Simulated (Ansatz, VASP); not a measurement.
# Two plane-wave programs on C

```
C
1.0
     2.49379    0.00000    0.00000
    -1.24690    2.15969    0.00000
     0.00000    0.00000    4.23139
C
4
Direct
  0.33333 0.66667 0.99973
  0.66667 0.33333 0.49973
  0.33333 0.66667 0.37427
  0.66667 0.33333 0.87427
```

Change from the starting cell: strained cell.

Alike in both runs: task relaxation of the atoms; functional r2SCAN; k mesh 9 × 9 × 6; occupations gaussian, width 0.02 eV; no spin polarisation.

|  | VASP | Ansatz |
| --- | --- | --- |
| version | VASP 6.6.1 | Ansatz 0.2.0 |
| potentials or method | VASP PAW PBE potentials, release 64 (C), cutoff 520 eV | scalar-relativistic, plane waves, PAW |
| valence electrons in the cell | 16 | 16 |

Ansatz gave:

| Quantity | Value |
| --- | --- |
| gap on the k mesh at the Fermi level, each at its own relaxed structure (eV) | 3.64 |

Question: Estimate VASP's values.

Answer: gap on the k mesh at the Fermi level, each at its own relaxed structure (eV): 3.59.

VASP's potentials were made for PBE, not for r2SCAN. Ansatz's warnings: stress scf threshold loose.
